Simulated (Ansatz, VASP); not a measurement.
# One calculation of Li2Se, two programs

```
CELL_PARAMETERS angstrom
0.00000 2.94121 2.94121
2.94121 0.00000 2.94121
2.94121 2.94121 0.00000
ATOMIC_POSITIONS crystal
Li 0.25000 0.25000 0.25000
Li 0.75000 0.75000 0.75000
Se 0.00000 0.00000 0.00000
```

Change from the starting cell: volume scaled by 0.94.

Alike in both runs: task single point; functional LDA; k mesh 9 × 9 × 9; occupations fermi-dirac, width 0.03 eV; no spin polarisation.

|  | VASP | Ansatz |
| --- | --- | --- |
| version | VASP 6.6.1 | Ansatz 0.2.0 |
| potentials or method | VASP PAW LDA potentials, release 64 (Li_sv, Se), cutoff 750 eV | all-electron LAPW, scalar-relativistic |

|  | VASP | Ansatz | Ansatz less VASP |
| --- | --- | --- | --- |
| gap on the k mesh at the Fermi level (eV) | 2.84 | 2.85 | +0.005 |
| pressure (GPa) | -0.6 | -0.6 | +0.03 |

LDA's correlation is that of Perdew and Zunger in VASP and of Perdew and Wang (1992) in Ansatz. Ansatz ran all-electron here, and VASP with PAW potentials.
